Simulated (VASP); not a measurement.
# H2 in VASP: single point with PBE+D3(BJ)

Aim: the single point of H2 with PBE+D3(BJ).

Program: VASP 6.6.1. These are calculated values, not measurements. Logs are shortened: lines on timing, memory, paths and dates and some standing lists are left out, and cuts for length are marked.

### 1 The cell of the first run

The cell holds a molecule in a box, 2 atoms: a = 6.007 Å, b = 8.751 Å, c = 24.713 Å, α = 90.00°, β = 90.00°, γ = 110.07°.

### 2 Single point, PBE+D3(BJ)

INCAR reads:

```
ALGO = Normal
DIPOL = 0.5 0.5 0.661
EDIFF = 1E-6
ENCUT = 520
GGA = PE
IDIPOL = 3
ISIF = 2
ISMEAR = 0
IVDW = 12
LASPH = True
LCHARG = False
LDIPOL = True
LREAL = False
LWAVE = False
NBANDS = 8
NELM = 60
PREC = Accurate
SIGMA = 0.1
```

KPOINTS reads:

```
k-points
0
Gamma
  4 3 1
```

POSCAR reads:

```
H
1.0
    6.0074565198      0.0000000000      0.0000000000
   -3.0037282599      8.2194200708      0.0000000000
    0.0000000000      0.0000000000     24.7129271105
H
2
Direct
    0.4617129087      0.3036266414      0.6617771139
    0.3236870571      0.2918872859      0.6609390738
```

Potentials or basis: VASP PAW PBE potentials, release 64 (H).

Started as:

```sh
cat potpaw_PBE.64/H/POTCAR > POTCAR
mpirun -np 1 vasp_std > vasp.out
```

OUTCAR:

```text
EDIFF = 1E-6
   ENCUT = 520
   GGA = PE
   ISIF = 2
   ISMEAR = 0
   IVDW = 12
   LASPH = True
   LREAL = False
   NELM = 60
   PREC = Accurate
 IVDW          = 12

 ion  position               nearest neighbor table
   1  0.462  0.304  0.662-   2 0.80
   2  0.324  0.292  0.661-   1 0.80

  LATTYP: Found a base centered orthorhombic cell.
 ALAT       =     6.0074565198
 B/A-ratio  =     2.7364060127
 C/A-ratio  =     4.1137088598

  Lattice vectors:

 A1 = (   3.0037282599,  -8.2194200708,   0.0000000000)
 A2 = (   3.0037282599,   8.2194200708,   0.0000000000)
 A3 = (   0.0000000000,   0.0000000000,  24.7129271105)

Analysis of symmetry for initial positions (statically):
=====================================================================
 Subroutine PRICEL returns:
 Original cell was already a primitive cell.

 Routine SETGRP: Setting up the symmetry group for a
 base centered orthorhombic supercell.

 Subroutine GETGRP returns: Found  2 space group operations
 (whereof  1 operations were pure point group operations)
 out of a pool of  8 trial point group operations.

The static configuration has the point symmetry C_1 .
 The point group associated with its full space group is S_2 .

Analysis of symmetry for dynamics (positions and initial velocities):
=====================================================================
 Subroutine PRICEL returns:
 Original cell was already a primitive cell.

 Routine SETGRP: Setting up the symmetry group for a
 base centered orthorhombic supercell.

 Subroutine GETGRP returns: Found  2 space group operations
 (whereof  1 operations were pure point group operations)
 out of a pool of  8 trial point group operations.

The dynamic configuration has the point symmetry C_1 .
 The point group associated with its full space group is S_2 .

 Subroutine INISYM returns: Found  2 space group operations
 (whereof  1 operations are pure point group operations),
 and found     1 'primitive' translations

----------------------------------------------------------------------------------------

                                     Primitive cell

  volume of cell :    1220.2702

  direct lattice vectors                    reciprocal lattice vectors
     6.007456520  0.000000000  0.000000000     0.166459798  0.060831542  0.000000000
    -3.003728260  8.219420071  0.000000000     0.000000000  0.121663085  0.000000000
     0.000000000  0.000000000 24.712927111     0.000000000  0.000000000  0.040464652

  length of vectors
     6.007456520  8.751071349 24.712927111     0.177226807  0.121663085  0.040464652

  position of ions in fractional coordinates (direct lattice)
     0.461712909  0.303626641  0.661777114
     0.323687057  0.291887286  0.660939074

  ion indices of the primitive-cell ions
   primitive index   ion index
                 1           1
                 2           2

----------------------------------------------------------------------------------------

 KPOINTS: k-points

Automatic generation of k-mesh.
 Grid dimensions read from file:
 generate k-points for:    4    3    1

 Generating k-lattice:

  Cartesian coordinates                     Fractional coordinates (reciprocal lattice)
     0.041614950  0.015207886  0.000000000     0.250000000  0.000000000  0.000000000
     0.000000000  0.040554362  0.000000000     0.000000000  0.333333333  0.000000000
     0.000000000  0.000000000  0.040464652     0.000000000  0.000000000  1.000000000

  Length of vectors
     0.044306702  0.040554362  0.040464652

  Shift w.r.t. Gamma in fractional coordinates (k-lattice)
     0.000000000  0.000000000  0.000000000

 -----------------------------------------------------------------------------
|                                                                             |
|           W    W    AA    RRRRR   N    N  II  N    N   GGGG   !!!           |
|           W    W   A  A   R    R  NN   N  II  NN   N  G    G  !!!           |
|           W    W  A    A  R    R  N N  N  II  N N  N  G       !!!           |
|           W WW W  AAAAAA  RRRRR   N  N N  II  N  N N  G  GGG   !            |
|           WW  WW  A    A  R   R   N   NN  II  N   NN  G    G                |
|           W    W  A    A  R    R  N    N  II  N    N   GGGG   !!!           |
|                                                                             |
|     Your reciprocal lattice and k-lattice belong to different lattice       |
|     classes:                                                                |
|                                                                             |
|        The reciprocal lattice is base centered orthorhombic,                |
|        whereas your k-lattice is simple monoclinic.                         |
|                                                                             |
|     Results are often still useful ...                                      |
|                                                                             |
 -----------------------------------------------------------------------------

 WARNING: IBZKPT: internal override: KBLOWUP is changed to .FALSE.
      ... skipping the blow-up phase ...

 Subroutine IBZKPT returns following result:
 ===========================================

 Found      7 irreducible k-points:

 Following reciprocal coordinates:
            Coordinates               Weight
  0.000000  0.000000  0.000000      1.000000
  0.250000 -0.000000  0.000000      2.000000
  0.500000 -0.000000  0.000000      1.000000
  0.000000  0.333333  0.000000      2.000000
  0.250000  0.333333  0.000000      2.000000
  0.500000  0.333333  0.000000      2.000000
 -0.250000  0.333333  0.000000      2.000000
   k-points           NKPTS =      7   k-points in BZ     NKDIM =      7   number of bands    NBANDS=      8
   number of dos      NEDOS =    301   number of ions     NIONS =      2
   total plane-waves  NPLWV = 645120
   dimension x,y,z NGX =    48 NGY =   70 NGZ =  192
   dimension x,y,z NGXF=    96 NGYF=  140 NGZF=  384
   ions per type =               2
   NGX,Y,Z   is equivalent  to a cutoff of  13.28, 13.30, 12.92 a.u.
   NGXF,Y,Z  is equivalent  to a cutoff of  26.57, 26.60, 25.83 a.u.
 SYSTEM =  unknown system
   PREC   = accura    normal or accurate (medium, high low for compatibility)
   ISTART =      0    job   : 0-new  1-cont  2-samecut
   ICHARG =      2    charge: 1-file 2-atom 10-const
   ISPIN  =      1    spin polarized calculation?
   LNONCOLLINEAR =      F non collinear calculations
   LSORBIT =      F    spin-orbit coupling
   LASPH  =      T    aspherical Exc in radial PAW
   ENCUT  =  520.0 eV  38.22 Ry    6.18 a.u.  11.17 16.27 45.95*2*pi/ulx,y,z
   NELM   =     60;   NELMIN=  2; NELMDL= -5     # of ELM steps
   EDIFF  = 0.1E-05   stopping-criterion for ELM
   LREAL  =      F    real-space projection
   EDIFFG = 0.1E-04   stopping-criterion for IOM
   NSW    =      0    number of steps for IOM
   IBRION =     -1    ionic relax: 0-MD 1-quasi-New 2-CG
   NFREE  =      0    steps in history (QN), initial steepest desc. (CG)
   ISIF   =      2    stress and relaxation
   ISYM   =      2    0-nonsym 1-usesym 2-fastsym
   POTIM  = 0.5000    time-step for ionic-motion
   TEBEG  =    0.0;   TEEND  =   0.0 temperature during run
   PSTRESS=    0.0 pullay stress
   NELECT =       2.0000    total number of electrons
   NUPDOWN=      -1.0000    fix difference up-down
   EMIN   =  10.00;   EMAX   =-10.00  energy-range for DOS
   EFERMI =   0.00;   METHOD = LEGACY
   ISMEAR =     0;   SIGMA  =   0.10  broadening in eV -4-tet -1-fermi 0-gaus
   EFERMI_NEDOS =   21; number of points for ismear=-14 and -15
   IALGO  =     38    algorithm
   IMIX   =      4    mixing-type and parameters
     AMIX     =   0.40;   BMIX     =  1.00
     AMIX_MAG =   1.60;   BMIX_MAG =  1.00
  volume/ion in A,a.u.               =     610.14      4117.39
  Fermi-wavevector in a.u.,A,eV,Ry     =   0.193019  0.364753  0.506902  0.037256
  Thomas-Fermi vector in A             =   0.936815
   LORBIT       =      0    0 simple, 1 ext, 2 COOP (PROOUT), +10 PAW based schemes
   GGA     = PE    functional components
   LHFCALC =     F    Hartree Fock is set to
   AEXX    =    0.0000 exact exchange contribution
   IVDW    =    12    specifies the selected vdW correction
   LEPSILON=     F    determine dielectric tensor
   LRPA    =     F    only Hartree local field effects (RPA)
 non-spin polarized calculation
 Gauss-broadening in eV      SIGMA  =   0.10
  energy-cutoff  :      520.00
  volume of cell :     1220.27
 maximum number of plane-waves:     32902
 NGX is ok and might be reduce to    48
   NGX = 23   NGY = 33   NGZ = 91

 dipolmoment           0.000000      0.000000     -0.000062 electrons x Angstroem

 number of electron       2.0000000 magnetization

 dipolmoment           0.000000      0.000000      0.000004 electrons x Angstroem

 Free energy of the ion-electron system (eV)
  ---------------------------------------------------
  ext. energy  EPLUGINS =         0.00000000
  ---------------------------------------------------
  free energy    TOTEN  =        -6.73330465 eV

  energy without entropy =       -6.73330465  energy(sigma->0) =       -6.73330465

 E-fermi :  -9.6037     XC(G=0):  -0.3167

 val. band max:      -10.0956285070   @ k =   0.5000   0.3333   0.0000
 cond. band min:      -0.2915314357   @ k =   0.5000  -0.0000   0.0000
 fundamental gap:      9.8040970714
 Fermi energy:        -9.6037226900

 k-point     1 :       0.0000    0.0000    0.0000
  band No.  band energies     occupation
      1     -10.1022      2.00000
      2      -0.2222      0.00000
      3       0.0820      0.00000
      4       0.1299      0.00000
      5       0.6712      0.00000
      6       0.8905      0.00000
      7       0.9205      0.00000
      8       1.2377      0.00000

 k-point     2 :       0.2500   -0.0000    0.0000
  band No.  band energies     occupation
      1     -10.0989      2.00000
      2      -0.2097      0.00000
      3       0.3685      0.00000
      4       0.3735      0.00000
      5       0.7621      0.00000
      6       0.9546      0.00000
      7       1.1815      0.00000
      8       1.3747      0.00000

 k-point     3 :       0.5000   -0.0000    0.0000
  band No.  band energies     occupation
      1     -10.0957      2.00000
      2      -0.2915      0.00000
      3       1.0171      0.00000
      4       1.1214      0.00000
      5       1.2041      0.00000
      6       1.3181      0.00000
      7       1.3296      0.00000
      8       1.3331      0.00000

 k-point     4 :       0.0000    0.3333    0.0000
  band No.  band energies     occupation
      1     -10.1021      2.00000
      2      -0.0352      0.00000
      3       0.3087      0.00000
      4       0.3586      0.00000
      5       0.5388      0.00000
      6       0.8523      0.00000
      7       0.9805      0.00000
      8       1.0923      0.00000

 k-point     5 :       0.2500    0.3333    0.0000
  band No.  band energies     occupation
      1     -10.0989      2.00000
      2      -0.0335      0.00000
      3       0.4229      0.00000
      4       0.7186      0.00000
      5       0.7904      0.00000
      6       0.9783      0.00000
      7       1.0467      0.00000
      8       1.1496      0.00000

 k-point     6 :       0.5000    0.3333    0.0000
  band No.  band energies     occupation
      1     -10.0956      2.00000
      2      -0.2795      0.00000
      3       1.0220      0.00000
      4       1.0805      0.00000
      5       1.1071      0.00000
      6       1.2448      0.00000
      7       1.4360      0.00000
      8       1.5189      0.00000

 k-point     7 :      -0.2500    0.3333    0.0000
  band No.  band energies     occupation
      1     -10.0989      2.00000
      2      -0.1520      0.00000
      3       0.4174      0.00000
      4       0.4297      0.00000
      5       0.6335      0.00000
      6       1.0052      0.00000
      7       1.1248      0.00000
      8       1.4924      0.00000

------------------------ aborting loop because EDIFF is reached ----------------------------------------

 vacuum level on the upper side and lower side of the slab       (xc-potential included)        -0.005        -0.005

 Edisp (eV)   -0.00298

 E8    (eV) :    -0.0006

  FORCE on cell =-STRESS in cart. coord.  units (eV):
  Direction    XX          YY          ZZ          XY          YZ          ZX
  --------------------------------------------------------------------------------------
  -------------------------------------------------------------------------------------
  Total      -1.18631    -0.04339    -0.02702    -0.14081    -0.00366    -0.03024
  in kB      -1.55759    -0.05698    -0.03548    -0.18488    -0.00480    -0.03970
  external pressure =       -0.55 kB  Pullay stress =        0.00 kB

 VOLUME and BASIS-vectors are now :
 -----------------------------------------------------------------------------
  energy-cutoff  :      520.00
  volume of cell :     1220.27
      direct lattice vectors                 reciprocal lattice vectors
     6.007456520  0.000000000  0.000000000     0.166459798  0.060831542  0.000000000
    -3.003728260  8.219420071  0.000000000     0.000000000  0.121663085  0.000000000
     0.000000000  0.000000000 24.712927111     0.000000000  0.000000000  0.040464652

 POSITION                                       TOTAL-FORCE (eV/Angst)
 -----------------------------------------------------------------------------------
      1.86171      2.49563     16.35445        -1.455648     -0.176616     -0.037924
      1.06779      2.39914     16.33374         1.455648      0.176616      0.037924
 -----------------------------------------------------------------------------------
    total drift:                                0.000002      0.000000     -0.000001

  FREE ENERGIE OF THE ION-ELECTRON SYSTEM (eV)
  ---------------------------------------------------
  free  energy   TOTEN  =        -6.7362814455 eV

  energy  without entropy=       -6.7362814455  energy(sigma->0) =       -6.73628145

 vacuum level on the upper side and lower side of the slab         0.026         0.026
```

Run time: 2.9 min. Hardware: 1 thread of AMD EPYC 7R13 (Zen 3), shared host; peak memory 0.93 GiB.

Results:

| Quantity | Value |
| --- | --- |
| Free energy | -6.7363 eV |
| Largest force | 1.467 eV/Å |
| Gap between the frontier levels | 9.80 eV, direct |
| Dispersion energy per atom | -0.001 eV |

Forces in eV/Å, atoms in the order of the input:
```
H   -1.456 -0.177 -0.038
H    1.456  0.177  0.038
```

Levels at points of the mesh, in eV from the valence-band top:
```
           k point  band 1  band 2  band 3  band 4  band 5  band 6
(0.00, 0.00, 0.00)   -0.01    9.87   10.18   10.23   10.77   10.99
(0.50, 0.00, 0.00)    0.00    9.80   11.11   11.22   11.30   11.41
```
